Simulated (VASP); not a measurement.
Crystal: Al.

```
CELL_PARAMETERS angstrom
4.54673 0.00000 0.00000
-2.27337 3.93758 0.00000
0.00000 0.00000 2.75393
ATOMIC_POSITIONS crystal
Al 0.33333 0.66667 0.50000
Al 0.66667 0.33333 0.50000
```

```yaml
Program: VASP 6.6.1
Task: relaxation of cell and atoms
Functional: r2SCAN
Potentials_or_basis: VASP PAW PBE potentials, release 64 (Al)
Cutoff: 600 eV
k_mesh: 7 × 7 × 10
Occupations: fermi-dirac, width 0.05 eV
Spin: no spin polarisation
```

At the start: pressure -1.0 GPa; volume 24.65 Å³/atom.

Task: How do energy, volume and symmetry change on relaxing?

Result: Over 5 steps the energy falls by 2.1 meV/atom and the volume is 24.11 Å³/atom (-2.2 %); space group P6/mmm (No. 191, to 0.05 Å).

The path:
| step | energy change (eV) | largest force (eV/Å) | pressure (GPa) | volume (Å³) |
| --- | --- | --- | --- | --- |
| 1 | 0.0000 | 0.0003 | -1.04 | 49.30 |
| 2 | -0.0041 | 0.0000 | 0.05 | 48.17 |
| 3 | -0.0042 | 0.0000 | -0.04 | 48.26 |
| 4 | -0.0042 | 0.0001 | -0.06 | 48.28 |
| 5 | -0.0042 | 0.0000 | -0.01 | 48.23 |

Final structure:
```
Al
1.0
     4.52051    0.00003    0.00000
    -2.26024    3.91489    0.00000
     0.00000    0.00000    2.72498
Al
2
Direct
  0.33333 0.66667 0.50000
  0.66667 0.33333 0.50000
```

Caveat: the PAW data sets were made with another functional, which shifts forces and pressure a little.
